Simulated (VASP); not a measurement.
Ge4MoW, 6 atoms in the cell. The structure is tetragonal, space group P4/mmm (No. 123). Conventional cell: a = 3.572 Å, b = 3.572 Å, c = 8.814 Å, α = 90.00°, β = 90.00°, γ = 90.00°. Within 3.8 Å of Ge (site symmetry 4mm) lie 9 Ge at 2.92 to 3.57 Å and 4 Mo at 2.92 Å and 1 W at 2.94 Å. Within 3.8 Å of Ge (site symmetry 4mm) lie 9 Ge at 2.92 to 3.57 Å and 4 W at 2.92 Å and 1 Mo at 2.94 Å. Within 3.8 Å of Mo (site symmetry 4/mmm) lie 10 Ge at 2.92 to 2.94 Å and 4 Mo at 3.57 Å. Within 3.8 Å of W (site symmetry 4/mmm) lie 10 Ge at 2.92 to 2.94 Å and 4 W at 3.57 Å. 

```yaml
Program: VASP 6.6.1
Task: relaxation of cell and atoms
Functional: PBE
Potentials_or_basis: VASP PAW PBE potentials, release 64 (Ge_d, Mo_sv, W_sv)
Cutoff: 600 eV
k_mesh: 6 × 6 × 2
Occupations: gaussian, width 0.1 eV
Spin: no spin polarisation
Dipole_correction: no
Further_INCAR_settings: ALGO = Normal; EDIFF = 1e-06; IBRION = 2; EDIFFG = -0.04; NSW = 90; ISIF = 3
```

Potentials or basis: VASP PAW PBE potentials, release 64 (Ge_d, Mo_sv, W_sv).

Command:

```console
$ cat potpaw_PBE.64/Ge_d/POTCAR potpaw_PBE.64/Mo_sv/POTCAR potpaw_PBE.64/W_sv/POTCAR > POTCAR
$ mpirun -np 1 vasp_std > vasp.out
```

Hardware: 1 thread of Intel(R) Xeon(R) Platinum 8488C (Sapphire Rapids) (shared host).

Task: Estimate the wall time of this run.

Result: Wall time 19 min on 1 thread of Intel(R) Xeon(R) Platinum 8488C (Sapphire Rapids) (shared host), peak memory 0.33 GiB. Counts: scf iterations 111, k points 20, ion steps 12.
